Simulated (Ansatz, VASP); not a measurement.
One calculation of HgTe, two programs

```
CELL_PARAMETERS angstrom
0.00000 3.32480 3.32480
3.32480 0.00000 3.32480
3.32480 3.32480 0.00000
ATOMIC_POSITIONS crystal
Hg 0.00000 0.00000 0.00000
Te 0.75000 0.75000 0.75000
```

Alike in both runs: functional PBE; k mesh 12 × 12 × 12; occupations gaussian, width 0.1 eV; no spin polarisation.

Ansatz relaxed the structure, and its values are those at the end. VASP's run is a single point on that final structure, the one shown.

```csv
,VASP,Ansatz
version,VASP 6.6.1,Ansatz 0.2.0
potentials or method,"VASP PAW PBE potentials, release 64 (Hg, Te), cutoff 520 eV","scalar-relativistic, plane waves, PAW"
valence electrons in the cell,18,36
```

|  | VASP | Ansatz | Ansatz less VASP |
| --- | --- | --- | --- |
| gap on the k mesh at the Fermi level (eV) | none | none | - |
| pressure (GPa) | 0.1 | 0.0 | -0.05 |

A gap of «none» marks a metal or a gap that the smearing closes. With one functional, cell and mesh, what is left measures potentials, basis and numerics. VASP's potentials hold 18 valence electrons a cell and Ansatz's 36, so a difference there can come from the potentials and not from the codes.

Spin-orbit coupling is off throughout.
